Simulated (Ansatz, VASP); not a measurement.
**Two plane-wave programs on Ga**

The input INCAR:

```
SYSTEM = Ga
ALGO = Normal ; EDIFF = 1E-7
ENCUT = 520 ; GGA = PE
ISIF = 2 ; ISMEAR = -1
LASPH = .TRUE. ; LCHARG = .FALSE.
LREAL = .FALSE. ; LWAVE = .FALSE.
NBANDS = 26 ; NELM = 100
PREC = Accurate ; SIGMA = 0.1
```

File KPOINTS:

```
k-points
0
G
  9 9 12
  0 0 0
```

Contents of POSCAR:

```
Ga
1.0
    4.8294153551      0.0000000000      0.0000000000
   -2.4147076776      4.1823963829      0.0000000000
    0.0000000000      0.0000000000      3.0954189942
Ga
3
Direct
    1.0000000000      1.0000000000      0.0000000000
    0.3333333333      0.6666666667      0.5000000000
    0.6666666667      0.3333333333      0.5000000000
```

Input for Ansatz:

```yaml
crystal:
  lattice:
    - [4.8294153551, 0.0, 0.0]
    - [-2.4147076776, 4.1823963829, 0.0]
    - [0.0, 0.0, 3.0954189942]
  atoms:
    - { symbol: Ga, position: [1.0, 1.0, 0.0] }
    - { symbol: Ga, position: [0.3333333333, 0.6666666667, 0.5] }
    - { symbol: Ga, position: [0.6666666667, 0.3333333333, 0.5] }
hamiltonian:
  xc: pbe
  pseudopotentials:
    kind: paw
    azcp:
      Ga: "pseudopotentials/Ga.paw.azcp"
basis:
  ecutwfc: 420
  fft_grid_basis: typed
kpoints:
  mp_grid: { grid: [9, 9, 12], shift: [0, 0, 0] }
magnetization:
  spin_polarized: false
scf:
  occupations: { method: fermi_dirac, width: 0.1 }
  lower_state_search: "off"
output:
  stress: true
```

Alike in both runs: task single point; functional PBE; k mesh 9 × 9 × 12; occupations fermi-dirac, width 0.1 eV; no spin polarisation.

```csv
,VASP,Ansatz
version,VASP 6.6.1,Ansatz 0.2.0
potentials or method,"VASP PAW PBE potentials, release 64 (Ga_d), cutoff 520 eV","plane waves (420 eV) with PAW, scalar-relativistic"
valence electrons in the cell,39,39
```

```csv
,VASP,Ansatz,Ansatz less VASP
pressure (GPa),-2.7,-2.8,-0.10
"traceless stress, the component that is largest in VASP (GPa)",-0.22,-0.19,+0.027
```

The functional is the same, so the differences come from potentials, cutoffs and numerics.
